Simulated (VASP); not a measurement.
# Ba3Cd (Pm-3m) in VASP: further runs, part 2 of 2

VASP 6.6.1. Earlier steps stand in the parts before.

### Step 3. Relaxation of cell and atoms, PBE

This run uses another cell than the first one, of 33.43 Å³/atom.

INCAR reads:

```
PREC = Accurate
ENCUT = 600
EDIFF = 1E-6
ISMEAR = 0
SIGMA = 0.1
LREAL = False
LASPH = True
NELM = 80
ALGO = Fast
ISIF = 3
LWAVE = False
LCHARG = False
GGA = PE
IBRION = 2
NSW = 90
EDIFFG = -0.04
```

KPOINTS reads:

```
Automatic mesh
0
Gamma
  4 4 4
```

POSCAR reads:

```
Ba3Cd
1.0
    5.1139096113      0.0000000000      0.0000000000
    0.0000000000      5.1139096113      0.0000000000
    0.0000000000      0.0000000000      5.1139096113
Ba Cd
3 1
Direct
    0.0000000000      0.5000000000      0.5000000000
    0.5000000000      0.0000000000      0.5000000000
    0.5000000000      0.5000000000      0.0000000000
    0.0000000000      0.0000000000      0.0000000000
```

Potentials or basis: VASP PAW PBE potentials, release 64 (Ba_sv, Cd).

Started as:

```sh
$ cat potpaw_PBE.64/Ba_sv/POTCAR potpaw_PBE.64/Cd/POTCAR > POTCAR
$ mpirun -np 1 vasp_std > vasp.out
```

OUTCAR:

```text
PREC = Accurate
   ENCUT = 600
   EDIFF = 1E-6
   ISMEAR = 0
   LREAL = False
   LASPH = True
   NELM = 80
   ISIF = 3
   GGA = PE
   IBRION = 2
   NSW = 90
   EDIFFG = -0.04

 ion  position               nearest neighbor table
   1  0.000  0.500  0.500-   2 3.62   3 3.62   4 3.62   3 3.62   4 3.62   2 3.62   4 3.62   4 3.62
                             2 3.62   3 3.62   3 3.62   2 3.62
   2  0.500  0.000  0.500-   1 3.62   3 3.62   4 3.62   3 3.62   4 3.62   1 3.62   3 3.62   3 3.62
                             1 3.62   4 3.62   4 3.62   1 3.62
   3  0.500  0.500  0.000-   1 3.62   2 3.62   4 3.62   1 3.62   2 3.62   2 3.62   4 3.62   2 3.62
                             1 3.62   4 3.62   1 3.62   4 3.62
   4  0.000  0.000  0.000-   1 3.62   2 3.62   3 3.62   1 3.62   2 3.62   1 3.62   3 3.62   1 3.62
                             2 3.62   3 3.62   2 3.62   3 3.62

  LATTYP: Found a simple cubic cell.
 ALAT       =     5.1139096113

  Lattice vectors:

 A1 = (   5.1139096113,   0.0000000000,   0.0000000000)
 A2 = (   0.0000000000,   5.1139096113,   0.0000000000)
 A3 = (   0.0000000000,   0.0000000000,   5.1139096113)

Analysis of symmetry for initial positions (statically):
=====================================================================
 Subroutine PRICEL returns:
 Original cell was already a primitive cell.

 Routine SETGRP: Setting up the symmetry group for a
 simple cubic supercell.

 Subroutine GETGRP returns: Found 48 space group operations
 (whereof 48 operations were pure point group operations)
 out of a pool of 48 trial point group operations.

The static configuration has the point symmetry O_h .

Analysis of symmetry for dynamics (positions and initial velocities):
=====================================================================
 Subroutine PRICEL returns:
 Original cell was already a primitive cell.

 Routine SETGRP: Setting up the symmetry group for a
 simple cubic supercell.

 Subroutine GETGRP returns: Found 48 space group operations
 (whereof 48 operations were pure point group operations)
 out of a pool of 48 trial point group operations.

The dynamic configuration has the point symmetry O_h .

 Subroutine INISYM returns: Found 48 space group operations
 (whereof 48 operations are pure point group operations),
 and found     1 'primitive' translations

[... 90 lines left out ...]
   ISYM   =      2    0-nonsym 1-usesym 2-fastsym
   POTIM  = 0.5000    time-step for ionic-motion
   TEBEG  =    0.0;   TEEND  =   0.0 temperature during run
   PSTRESS=    0.0 pullay stress
   NELECT =      42.0000    total number of electrons
   NUPDOWN=      -1.0000    fix difference up-down
   EMIN   =  10.00;   EMAX   =-10.00  energy-range for DOS
   EFERMI =   0.00;   METHOD = LEGACY
   ISMEAR =     0;   SIGMA  =   0.10  broadening in eV -4-tet -1-fermi 0-gaus
   EFERMI_NEDOS =   21; number of points for ismear=-14 and -15
   IALGO  =     68    algorithm
   IMIX   =      4    mixing-type and parameters
     AMIX     =   0.40;   BMIX     =  1.00
     AMIX_MAG =   1.60;   BMIX_MAG =  1.00
  volume/ion in A,a.u.               =      33.43       225.63
  Fermi-wavevector in a.u.,A,eV,Ry     =   1.112769  2.102828 16.847469  1.238254
  Thomas-Fermi vector in A             =   2.249346
   LORBIT       =      0    0 simple, 1 ext, 2 COOP (PROOUT), +10 PAW based schemes
   GGA     = PE    functional components
   LHFCALC =     F    Hartree Fock is set to
   AEXX    =    0.0000 exact exchange contribution
   IVDW    =     0    specifies the selected vdW correction
   LEPSILON=     F    determine dielectric tensor
   LRPA    =     F    only Hartree local field effects (RPA)
 conjugate gradient relaxation of ions
 non-spin polarized calculation
 RMM-DIIS sequential band-by-band and
 Gauss-broadening in eV      SIGMA  =   0.10
  energy-cutoff  :      600.00
  volume of cell :      133.74
 maximum number of plane-waves:      4492
 NGX is ok and might be reduce to    42
   NGX = 21   NGY = 21   NGZ = 21

--------------------------------------- Ionic step        1  -------------------------------------------

 number of electron      41.9999993 magnetization

 Free energy of the ion-electron system (eV)
  ---------------------------------------------------
  ext. energy  EPLUGINS =         0.00000000
  ---------------------------------------------------
  free energy    TOTEN  =        -5.41603816 eV

  energy without entropy =       -5.38530077  energy(sigma->0) =       -5.40066947

 E-fermi :   3.5778     XC(G=0):  -9.5633

 val. band max:        3.5527944500   @ k =   0.2500   0.0000   0.0000
 cond. band min:       3.5937154100   @ k =   0.5000   0.2500   0.2500
 fundamental gap:      0.0409209600
 Fermi energy:         3.5778041220

 k-point     1 :       0.0000    0.0000    0.0000
  band No.  band energies     occupation
      1     -24.9036      2.00000
      2     -24.4225      2.00000
      3     -24.4225      2.00000
      4     -10.8716      2.00000
      5     -10.8716      2.00000
      6     -10.8716      2.00000
[... 382 lines left out ...]
--------------------------------------- Ionic step        4  -------------------------------------------

 number of electron      42.0000001 magnetization

 Free energy of the ion-electron system (eV)
  ---------------------------------------------------
  ext. energy  EPLUGINS =         0.00000000
  ---------------------------------------------------
  free energy    TOTEN  =        -6.62583451 eV

  energy without entropy =       -6.59380547  energy(sigma->0) =       -6.60981999

 E-fermi :   1.9932     XC(G=0):  -8.1088

 val. band max:        1.9847849008   @ k =   0.5000   0.2500   0.0000
 cond. band min:       2.0178599707   @ k =   0.2500   0.2500   0.0000
 fundamental gap:      0.0330750699
 Fermi energy:         1.9932292011

 k-point     1 :       0.0000    0.0000    0.0000
  band No.  band energies     occupation
      1     -26.8378      2.00000
      2     -26.7181      2.00000
      3     -26.7181      2.00000
      4     -12.3340      2.00000
      5     -12.3340      2.00000
      6     -12.3340      2.00000
[... 300 lines left out ...]
  FREE ENERGIE OF THE ION-ELECTRON SYSTEM (eV)
  ---------------------------------------------------
  free  energy   TOTEN  =        -6.6258345068 eV

  energy  without entropy=       -6.5938054683  energy(sigma->0) =       -6.60981999

 reached required accuracy - stopping structural energy minimisation
```

OSZICAR:

```text
N       E                     dE             d eps       ncg     rms          rms(c)
DAV:   1     0.362625053167E+03    0.36263E+03   -0.21794E+04   500   0.170E+03
DAV:   2     0.192392048879E+02   -0.34339E+03   -0.33877E+03   695   0.344E+02
DAV:   3    -0.527789457906E+01   -0.24517E+02   -0.24214E+02   646   0.902E+01
[... 55 lines left out ...]
RMM:   7    -0.662581498099E+01   -0.12310E-04   -0.55686E-04   664   0.120E-01    0.223E-02
RMM:   8    -0.662582902694E+01   -0.14046E-04   -0.15163E-04   673   0.504E-02    0.665E-03
RMM:   9    -0.662583379303E+01   -0.47661E-05   -0.60169E-05   676   0.300E-02    0.435E-03
RMM:  10    -0.662583426491E+01   -0.47188E-06   -0.14365E-05   539   0.149E-02    0.769E-04
RMM:  11    -0.662583450680E+01   -0.24188E-06   -0.57319E-06   404   0.718E-03
   4 F= -.66258345E+01 E0= -.66098200E+01  d E =-.120980E+01
```

CONTCAR:

```text
Ba3Cd
   1.00000000000000
     5.7819580423031214   -0.0000000000000000   -0.0000000000000000
     0.0000000000000000    5.7819580423031205    0.0000000000000000
     0.0000000000000000    0.0000000000000000    5.7819580423031205
  Ba              Cd
     3     1
Direct
     0.0000000000000000    0.5000000000000000    0.5000000000000000
     0.5000000000000000    0.0000000000000000    0.5000000000000000
     0.5000000000000000    0.5000000000000000    0.0000000000000000
     0.0000000000000000    0.0000000000000000    0.0000000000000000

  0.00000000E+00  0.00000000E+00  0.00000000E+00
  0.00000000E+00  0.00000000E+00  0.00000000E+00
  0.00000000E+00  0.00000000E+00  0.00000000E+00
  0.00000000E+00  0.00000000E+00  0.00000000E+00
```

Wall time 4.6 min (1 thread of Intel Xeon Platinum 8259CL at 2.50GHz (Skylake/Cascade Lake), shared host); peak memory 0.28 GiB.

What came out:

| Quantity | Value |
| --- | --- |
| Free energy | -6.6258 eV |
| Relaxed volume | 48.32 Å³/atom |
| Relaxed cell | a = 5.782 Å, b = 5.782 Å, c = 5.782 Å, α = 90.00°, β = 90.00°, γ = 90.00° |
| Space group after relaxing (to 0.1 Å) | Pm-3m (No. 221) |
| Energy gained by relaxing | 302.4 meV/atom |
| Ionic steps | 4 |
| Pressure after relaxing | 0.0 GPa |
| Band gap on the k mesh | zero (bands 21 and 22 overlap by 0.33 eV) |

The path:
```
step  energy change (eV)  largest force (eV/Å)  pressure (GPa)  volume (Å³)
   1              0.0000                0.0000            8.83       133.74
   2             -1.1042                0.0000            1.73       172.66
   3             -1.2013                0.0000            0.45       187.36
   4             -1.2098                0.0000            0.02       193.30
```

Final structure:
```yaml
crystal:
  lattice:
    - [5.78196, 0.00000, 0.00000]
    - [0.00000, 5.78196, 0.00000]
    - [0.00000, 0.00000, 5.78196]
  atoms:
    - { symbol: Ba, position: [0.00000, 0.50000, 0.50000] }
    - { symbol: Ba, position: [0.50000, 0.00000, 0.50000] }
    - { symbol: Ba, position: [0.50000, 0.50000, 0.00000] }
    - { symbol: Cd, position: [0.00000, 0.00000, 0.00000] }
```

Levels at points of the mesh, in eV from the Fermi level:
```tsv
k point	band 19	band 20	band 21	band 22	band 23	band 24
(0.00, 0.00, 0.00)	-1.74	-0.08	-0.08	0.12	0.12	0.12
(0.50, 0.00, 0.00)	-1.75	-0.56	0.16	0.16	0.42	1.09
(0.50, 0.50, 0.00)	-0.86	-0.86	-0.16	0.15	0.79	0.79
(0.50, 0.50, 0.50)	-0.52	-0.52	-0.52	0.61	0.61	0.61
```

Caveat: the volume moved by over 15 % at a fixed basis, so the end points are rough; spin-orbit coupling is left out, which moves the levels of the heavy elements.
